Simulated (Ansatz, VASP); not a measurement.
## LiBPt: VASP beside Ansatz

Contents of INCAR:

```
PREC     = Accurate       # precision mode
ENCUT    = 600            # plane-wave cutoff, eV
EDIFF    = 1E-6           # SCF threshold, eV
ISMEAR   = 0              # smearing method
SIGMA    = 0.1            # smearing width, eV
LREAL    = False          # projectors in reciprocal space
LASPH    = True           # aspherical terms in the spheres
NELM     = 80             # most SCF steps
ALGO     = Fast           # electronic algorithm
ISIF     = 3              # what is computed and relaxed
LWAVE    = False          # write WAVECAR
LCHARG   = False          # write CHGCAR
GGA      = PE             # functional
IBRION   = 2              # ionic algorithm
NSW      = 90             # ionic steps
EDIFFG   = -0.04          # ionic threshold
```

KPOINTS

```
Automatic mesh
0
Gamma
  6 6 6
```

POSCAR

```
LiBPt
1.0
    3.5257738900      0.0000000000      0.0000000000
   -1.7628869500      3.0534097600      0.0000000000
    0.0000000000      0.0000000000      3.4421702900
Li B Pt
1 1 1
Direct
    0.0000000000      0.0000000000      0.0000000000
    0.6666666700      0.3333333300      0.5000000000
    0.3333333300      0.6666666700      0.5000000000
```

Input for Ansatz:

```yaml
crystal:
  lattice:
    - [3.52577389, 0.0, 0.0]
    - [-1.76288695, 3.05340976, 0.0]
    - [0.0, 0.0, 3.44217029]
  atoms:
    - { symbol: Li, position: [0.0, 0.0, 0.0] }
    - { symbol: B, position: [0.66666667, 0.33333333, 0.5] }
    - { symbol: Pt, position: [0.33333333, 0.66666667, 0.5] }
basis:
  ecutwfc: 420
kpoints:
  mp_grid: { grid: [6, 6, 6] }
hamiltonian:
  xc: pbe
scf:
  occupations: { method: gaussian, width: 0.1 }
  lower_state_search: "off"
output:
  forces: true
  stress: true
  eigenvalues: true
relax:
  adjacent_minimum: "off"
  f_tol: 0.04
  max_steps: 70
  cell: { stress_tol: 0.4 }
```

Change from the starting cell: species swapped into the TbCuSi type (P-6m2, No. 187).

Alike in both runs: task relaxation of cell and atoms; functional PBE; k mesh 6 × 6 × 6; occupations gaussian, width 0.1 eV; no spin polarisation.

```csv
,VASP,Ansatz
version,VASP 6.6.1,Ansatz 0.2.0
potentials or method,"VASP PAW PBE potentials, release 64 (Li_sv, B, Pt), cutoff 600 eV","scalar-relativistic, plane waves, PAW"
valence electrons in the cell,16,24
```

```tsv
	VASP	Ansatz	Ansatz less VASP
gap on the k mesh at the Fermi level, each at its own relaxed structure (eV)	none	none	-
relaxed volume (Å³/atom)	14.22	14.18	-0.038
relaxed cell length with the largest relative difference (Å)	4.030	4.024	-0.0055
```

A gap of «none» marks a metal or a gap that the smearing closes. VASP's potentials hold 16 valence electrons a cell and Ansatz's 24, so a difference there can come from the potentials and not from the codes.

Neither program's run includes spin-orbit coupling. Noted on VASP's run: the cutoff is short for stress, so the pressure is rough; the volume moved by over 15 % at a fixed basis, so the end points are rough.
